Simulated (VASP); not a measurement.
# O (P2/c) in VASP: single point with r2SCAN

Aim: the single point of O with r2SCAN.

Everything below comes from runs of VASP 6.6.1. Logs are shortened: lines on timing, memory, paths and dates and some standing lists are left out, and cuts for length are marked.

### Step 1. The cell of the first run

The structure is monoclinic, space group P2/c (No. 13). The conventional cell has a = 4.116 Å, b = 4.126 Å, c = 3.017 Å, α = 90.00°, β = 108.94°, γ = 90.00°. Within 1.6 Å of O (site symmetry 1) lie 1 O at 1.20 Å.

### Step 2. Single point, r2SCAN

Contents of POSCAR:

```
O
1.0
    4.1156374833      0.0000000000      0.0513959659
    0.0000000000      4.1260835737      0.0000000000
   -1.0148562695      0.0000000000      2.8412818056
O
4
Direct
    0.3454108075      0.6786864036      0.6814943899
    0.6545891925      0.6786864036      0.8185056101
    0.6545891925      0.3213135964      0.3185056101
    0.3454108075      0.3213135964      0.1814943899
```

Contents of INCAR.step1:

```
SYSTEM = O
  PREC = Accurate
  ENCUT = 520
  ISMEAR = 0
  SIGMA = 0.1
  LREAL = .FALSE.
  LASPH = .TRUE.
  NELM = 100
  NBANDS = 20
  GGA = PE
  ALGO = Normal
  EDIFF = 1E-4
  LWAVE = .TRUE.
  LCHARG = .FALSE.
```

Contents of INCAR.step2:

```
SYSTEM = O
  PREC = Accurate
  ENCUT = 520
  EDIFF = 1E-6
  ISMEAR = 0
  SIGMA = 0.1
  LREAL = .FALSE.
  LASPH = .TRUE.
  NELM = 100
  ALGO = Normal
  ISIF = 2
  LWAVE = .FALSE.
  LCHARG = .FALSE.
  METAGGA = R2SCAN
  LMIXTAU = .TRUE.
  NBANDS = 20
  ISTART = 1
```

Contents of KPOINTS:

```
regular mesh
0
G
  6 4 6
  0 0 0
```

Potentials or basis: VASP PAW PBE potentials, release 64 (O).

On the command line:

```console
cat potpaw_PBE.64/O/POTCAR > POTCAR
cp INCAR.step1 INCAR
mpirun -np 1 vasp_std > vasp.out
cp INCAR.step2 INCAR
mpirun -np 1 vasp_std > vasp.out
```

OUTCAR:

```text
SYSTEM = O
   PREC = Accurate
   ENCUT = 520
   EDIFF = 1E-6
   ISMEAR = 0
   LREAL = .FALSE.
   LASPH = .TRUE.
   NELM = 100
   ISIF = 2
   METAGGA = R2SCAN
   ISTART = 1

 ion  position               nearest neighbor table
   1  0.345  0.679  0.681-   2 1.20
   2  0.655  0.679  0.819-   1 1.20
   3  0.655  0.321  0.319-   4 1.20
   4  0.345  0.321  0.181-   3 1.20

  LATTYP: Found a simple monoclinic cell.
 ALAT       =     3.0170872620
 B/A-ratio  =     1.3675718385
 C/A-ratio  =     1.3642158907
 COS(beta)  =    -0.3245839378

  Lattice vectors:

 A1 = (  -1.0148562695,   0.0000000000,   2.8412818056)
 A2 = (   0.0000000000,  -4.1260835737,   0.0000000000)
 A3 = (   4.1156374833,   0.0000000000,   0.0513959659)

Analysis of symmetry for initial positions (statically):
=====================================================================
 Subroutine PRICEL returns:
 Original cell was already a primitive cell.

 Routine SETGRP: Setting up the symmetry group for a
 simple monoclinic supercell.

 Subroutine GETGRP returns: Found  4 space group operations
 (whereof  2 operations were pure point group operations)
 out of a pool of  4 trial point group operations.

The static configuration has the point symmetry S_2 .
 The point group associated with its full space group is C_2h.

Analysis of symmetry for dynamics (positions and initial velocities):
=====================================================================
 Subroutine PRICEL returns:
 Original cell was already a primitive cell.

 Routine SETGRP: Setting up the symmetry group for a
 simple monoclinic supercell.

 Subroutine GETGRP returns: Found  4 space group operations
 (whereof  2 operations were pure point group operations)
 out of a pool of  4 trial point group operations.

The dynamic configuration has the point symmetry S_2 .
 The point group associated with its full space group is C_2h.

 Subroutine INISYM returns: Found  4 space group operations
 (whereof  2 operations are pure point group operations),
 and found     1 'primitive' translations

----------------------------------------------------------------------------------------

                                     Primitive cell

  volume of cell :      48.4643

  direct lattice vectors                    reciprocal lattice vectors
     4.115637483  0.000000000  0.051395966     0.241896748  0.000000000  0.086401296
     0.000000000  4.126083574  0.000000000     0.000000000  0.242360578  0.000000000
    -1.014856270  0.000000000  2.841281806    -0.004375672  0.000000000  0.350390912

  length of vectors
     4.115958386  4.126083574  3.017087262     0.256864206  0.242360578  0.350418232

  position of ions in fractional coordinates (direct lattice)
     0.345410808  0.678686404  0.681494390
     0.654589192  0.678686404  0.818505610
     0.654589192  0.321313596  0.318505610
     0.345410808  0.321313596  0.181494390

  ion indices of the primitive-cell ions
   primitive index   ion index
                 1           1
                 2           2
                 3           3
                 4           4

----------------------------------------------------------------------------------------

 KPOINTS: regular mesh

Automatic generation of k-mesh.
 Grid dimensions read from file:
 generate k-points for:    6    4    6

 Generating k-lattice:

  Cartesian coordinates                     Fractional coordinates (reciprocal lattice)
     0.040316125  0.000000000  0.014400216     0.166666667  0.000000000  0.000000000
     0.000000000  0.060590145  0.000000000     0.000000000  0.250000000  0.000000000
    -0.000729279  0.000000000  0.058398485    -0.000000000  0.000000000  0.166666667

  Length of vectors
     0.042810701  0.060590145  0.058403039

  Shift w.r.t. Gamma in fractional coordinates (k-lattice)
     0.000000000  0.000000000  0.000000000

 Subroutine IBZKPT returns following result:
 ===========================================

 Found     60 irreducible k-points:

 Following reciprocal coordinates:
            Coordinates               Weight
  0.000000  0.000000  0.000000      1.000000
  0.166667  0.000000 -0.000000      2.000000
  0.333333  0.000000 -0.000000      2.000000
  0.500000  0.000000 -0.000000      1.000000
  0.000000  0.250000  0.000000      2.000000
  0.166667  0.250000 -0.000000      4.000000
[... 16 lines left out ...]
 -0.333333  0.250000  0.166667      4.000000
 -0.166667  0.250000  0.166667      4.000000
 [... further k-points ...]
   k-points           NKPTS =     60   k-points in BZ     NKDIM =     60   number of bands    NBANDS=     20
   number of dos      NEDOS =    301   number of ions     NIONS =      4
   total plane-waves  NPLWV =  24576
   dimension x,y,z NGX =    32 NGY =   32 NGZ =   24
   dimension x,y,z NGXF=    64 NGYF=   64 NGZF=   48
   ions per type =               4
   NGX,Y,Z   is equivalent  to a cutoff of  12.92, 12.89, 13.22 a.u.
   NGXF,Y,Z  is equivalent  to a cutoff of  25.85, 25.79, 26.45 a.u.
 SYSTEM =  O
   PREC   = accura    normal or accurate (medium, high low for compatibility)
   ISTART =      1    job   : 0-new  1-cont  2-samecut
   ICHARG =      0    charge: 1-file 2-atom 10-const
   ISPIN  =      1    spin polarized calculation?
   LNONCOLLINEAR =      F non collinear calculations
   LSORBIT =      F    spin-orbit coupling
   LASPH  =      T    aspherical Exc in radial PAW
   ENCUT  =  520.0 eV  38.22 Ry    6.18 a.u.   7.65  7.67  5.61*2*pi/ulx,y,z
   NELM   =    100;   NELMIN=  2; NELMDL=  0     # of ELM steps
   EDIFF  = 0.1E-05   stopping-criterion for ELM
   LREAL  =      F    real-space projection
   EDIFFG = 0.1E-04   stopping-criterion for IOM
   NSW    =      0    number of steps for IOM
   IBRION =     -1    ionic relax: 0-MD 1-quasi-New 2-CG
   NFREE  =      0    steps in history (QN), initial steepest desc. (CG)
   ISIF   =      2    stress and relaxation
   ISYM   =      2    0-nonsym 1-usesym 2-fastsym
   POTIM  = 0.5000    time-step for ionic-motion
   TEBEG  =    0.0;   TEEND  =   0.0 temperature during run
   PSTRESS=    0.0 pullay stress
   NELECT =      24.0000    total number of electrons
   NUPDOWN=      -1.0000    fix difference up-down
   EMIN   =  10.00;   EMAX   =-10.00  energy-range for DOS
   EFERMI =   0.00;   METHOD = LEGACY
   ISMEAR =     0;   SIGMA  =   0.10  broadening in eV -4-tet -1-fermi 0-gaus
   EFERMI_NEDOS =   21; number of points for ismear=-14 and -15
   IALGO  =     38    algorithm
   IMIX   =      4    mixing-type and parameters
     AMIX     =   0.40;   BMIX     =  1.00
     AMIX_MAG =   1.60;   BMIX_MAG =  1.00
  volume/ion in A,a.u.               =      12.12        81.76
  Fermi-wavevector in a.u.,A,eV,Ry     =   1.295203  2.447579 22.824461  1.677551
  Thomas-Fermi vector in A             =   2.426737
   LORBIT       =      0    0 simple, 1 ext, 2 COOP (PROOUT), +10 PAW based schemes
   METAGGA = R2SCAN    functional components
   LHFCALC =     F    Hartree Fock is set to
   AEXX    =    0.0000 exact exchange contribution
   IVDW    =     0    specifies the selected vdW correction
   LEPSILON=     F    determine dielectric tensor
   LRPA    =     F    only Hartree local field effects (RPA)
 non-spin polarized calculation
 Gauss-broadening in eV      SIGMA  =   0.10
  energy-cutoff  :      520.00
  volume of cell :       48.46
 maximum number of plane-waves:      1318
 NGX is ok and might be reduce to    32
   NGX = 15   NGY = 15   NGZ = 11

 number of electron      23.9999983 magnetization

 Free energy of the ion-electron system (eV)
  ---------------------------------------------------
  ext. energy  EPLUGINS =         0.00000000
  ---------------------------------------------------
  free energy    TOTEN  =       -23.16773607 eV

  energy without entropy =      -23.16773607  energy(sigma->0) =      -23.16773607

 E-fermi :  -0.2333     XC(G=0):  -9.3998

 val. band max:       -0.7821918736   @ k =   0.0000   0.5000   0.0000
 cond. band min:       0.2779521670   @ k =   0.5000   0.5000  -0.0000
 fundamental gap:      1.0601440406
 Fermi energy:        -0.2333311442

 k-point     1 :       0.0000    0.0000    0.0000
  band No.  band energies     occupation
      1     -29.6603      2.00000
      2     -27.9113      2.00000
      3     -16.2187      2.00000
      4     -13.9815      2.00000
      5      -9.7653      2.00000
      6      -8.8312      2.00000
[... 12 lines left out ...]
     19      12.7137      0.00000
     20      15.9178      0.00000

 k-point     2 :       0.1667    0.0000   -0.0000
  band No.  band energies     occupation
      1     -29.6522      2.00000
      2     -27.9091      2.00000
      3     -16.3584      2.00000
      4     -14.0259      2.00000
      5      -9.5850      2.00000
      6      -8.6959      2.00000
[... 12 lines left out ...]
     19      13.0252      0.00000
     20      16.3269      0.00000

 k-point     3 :       0.3333    0.0000   -0.0000
  band No.  band energies     occupation
      1     -29.6358      2.00000
      2     -27.9050      2.00000
      3     -16.6152      2.00000
      4     -14.1120      2.00000
      5      -9.3356      2.00000
      6      -8.6560      2.00000
[... 12 lines left out ...]
     19      12.9899      0.00000
     20      17.5484      0.00000

 k-point     4 :       0.5000    0.0000   -0.0000
  band No.  band energies     occupation
      1     -29.6272      2.00000
      2     -27.9025      2.00000
      3     -16.7341      2.00000
      4     -14.1534      2.00000
      5      -9.2529      2.00000
      6      -8.6751      2.00000
[... 12 lines left out ...]
     19      12.7795      0.00000
     20      17.7205      0.00000

 k-point     5 :       0.0000    0.2500    0.0000
  band No.  band energies     occupation
      1     -29.6216      2.00000
      2     -27.9615      2.00000
      3     -16.1631      2.00000
      4     -14.0641      2.00000
      5      -9.7264      2.00000
      6      -8.6317      2.00000
[... 12 lines left out ...]
     19      13.2289      0.00000
     20      15.2981      0.00000
[... 353 lines left out ...]
      6      -9.0433      2.00000
[... 12 lines left out ...]
     19      13.4635      0.00000
     20      16.8966      0.00000

 k-point    22 :       0.5000    0.2500    0.1667
  band No.  band energies     occupation
      1     -29.4679      2.00000
      2     -28.0413      2.00000
      3     -16.4545      2.00000
      4     -14.3537      2.00000
      5      -9.3217      2.00000
      6      -9.0316      2.00000
[... 12 lines left out ...]
     19      13.5738      0.00000
     20      16.7759      0.00000

 k-point    23 :      -0.3333    0.2500    0.1667
  band No.  band energies     occupation
      1     -29.4798      2.00000
      2     -28.0441      2.00000
      3     -16.2723      2.00000
      4     -14.3027      2.00000
      5      -9.4476      2.00000
      6      -9.0867      2.00000
[... 12 lines left out ...]
     19      13.8822      0.00000
     20      15.9566      0.00000

 k-point    24 :      -0.1667    0.2500    0.1667
  band No.  band energies     occupation
      1     -29.4930      2.00000
      2     -28.0480      2.00000
      3     -16.0543      2.00000
      4     -14.2274      2.00000
      5      -9.6876      2.00000
      6      -9.1456      2.00000
[... 12 lines left out ...]
     19      13.6785      0.00000
     20      15.5991      0.00000

 [... further k-points ...]
[... 5 lines left out ...]
  --------------------------------------------------------------------------------------
  -------------------------------------------------------------------------------------
  Total        3.1142567     -0.0029478      0.2684700      0.0000000      0.0000000      1.1096569
  in kB      102.9538717     -0.0974494      8.8753198      0.0000000      0.0000000     36.6840267
  external PRESSURE =      37.2439140 kB  Pullay stress =       0.0000000 kB

 VOLUME and BASIS-vectors are now :
 -----------------------------------------------------------------------------
  energy-cutoff  :      520.00
  volume of cell :       48.46
      direct lattice vectors                 reciprocal lattice vectors
     4.115637483  0.000000000  0.051395966     0.241896748  0.000000000  0.086401296
     0.000000000  4.126083574  0.000000000     0.000000000  0.242360578  0.000000000
    -1.014856270  0.000000000  2.841281806    -0.004375672  0.000000000  0.350390912

 POSITION                                       TOTAL-FORCE (eV/Angst)
 -----------------------------------------------------------------------------------
      0.72997      2.80032      1.95407        -1.414738      0.007765     -0.504982
      1.86339      2.80032      2.35925         1.414738      0.007765      0.504982
      2.37081      1.32577      0.93861         1.414738     -0.007765      0.504982
      1.23739      1.32577      0.53343        -1.414738     -0.007765     -0.504982
 -----------------------------------------------------------------------------------
    total drift:                               -0.000000      0.000000      0.000000

  FREE ENERGIE OF THE ION-ELECTRON SYSTEM (eV)
  ---------------------------------------------------
  free  energy   TOTEN  =       -23.1677360684 eV

  energy  without entropy=      -23.1677360684  energy(sigma->0) =      -23.16773607
```

Run time: 2.7 min. Hardware: 1 thread of AMD EPYC 9R45 (Zen 5), shared host; peak memory 0.14 GiB.

Results:

```
Free energy            : -23.1677 eV
Pressure               : 3.7 GPa
Largest force          : 1.502 eV/Å
Band gap on the k mesh : 1.06 eV, indirect (least direct gap 1.16 eV)
```

Forces on the atoms (eV/Å):
```
O   -1.415  0.008 -0.505
O    1.415  0.008  0.505
O    1.415 -0.008  0.505
O   -1.415 -0.008 -0.505
```

Levels at points of the mesh, in eV from the valence-band top:
```
           k point  band 10  band 11  band 12  band 13  band 14  band 15
(0.00, 0.00, 0.00)    -4.89    -0.51    -0.43     1.94     2.07     9.28
(0.50, 0.00, 0.00)    -4.94    -0.90    -0.18     1.94     2.20     7.53
(0.00, 0.50, 0.00)    -5.07    -0.32     0.00     1.35     1.92    10.20
(0.50, 0.50, 0.00)    -5.13    -0.14    -0.10     1.06     2.08     8.50
(0.00, 0.00, 0.50)    -5.12    -0.96    -0.96     1.90     1.90    10.77
(0.50, 0.00, 0.50)    -5.11    -1.02    -1.02     1.86     1.86    10.48
(0.00, 0.50, 0.50)    -4.58    -1.35    -1.35     2.37     2.37    10.92
(0.50, 0.50, 0.50)    -4.58    -1.44    -1.44     2.36     2.36    10.68
```

Caveat: the standard files for N, O and F lose accuracy on very short bonds; spin is off for a triplet molecule; the PAW data sets were made with another functional, which shifts forces and pressure a little.
